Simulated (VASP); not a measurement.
Wanted: the native input for a VASP 6.6.1 run.

- Task: single point
- Functional: PBE
- Potentials or basis: VASP PAW PBE potentials, release 64 (Zn, Cu)
- Cutoff: 520 eV
- k mesh: 12 × 12 × 12
- Occupations: gaussian, width 0.05 eV
- Spin: no spin polarisation
- Dipole correction: no
- Further INCAR settings: ALGO = Fast; EDIFF = 1e-06; NBANDS = 18

The structure of ZnCu lies in POSCAR:

```
ZnCu
1.0
    2.9547841250      0.0000000000      0.0000000000
    0.0000000000      2.9547841250      0.0000000000
    0.0000000000      0.0000000000      2.9547841250
Zn Cu
1 1
Direct
    0.5000000000      0.5000000000      0.5000000000
    0.0000000000      0.0000000000      0.0000000000
```

The input as run:

INCAR

```
ALGO = Fast ; EDIFF = 1E-6
ENCUT = 520 ; GGA = PE
ISIF = 2 ; ISMEAR = 0
LASPH = True ; LCHARG = False
LREAL = False ; LWAVE = False
NBANDS = 18 ; NELM = 80
PREC = Accurate ; SIGMA = 0.05
```

KPOINTS

```
k-points
0
Gamma
  12 12 12
```

Potentials or basis: VASP PAW PBE potentials, release 64 (Zn, Cu).

The run is started by

```sh
$ cat potpaw_PBE.64/Zn/POTCAR potpaw_PBE.64/Cu/POTCAR > POTCAR
$ mpirun -np 1 vasp_std > vasp.out
```

Results of the run:

The pressure is 2.1 GPa and the band gap on the k mesh is zero (an odd number of electrons rules out a gap without spin polarisation).

It took 21 s on 1 thread of Intel(R) Xeon(R) Platinum 8375C CPU @ 2.90GHz (Ice Lake), on a shared host, peak memory 0.16 GiB.
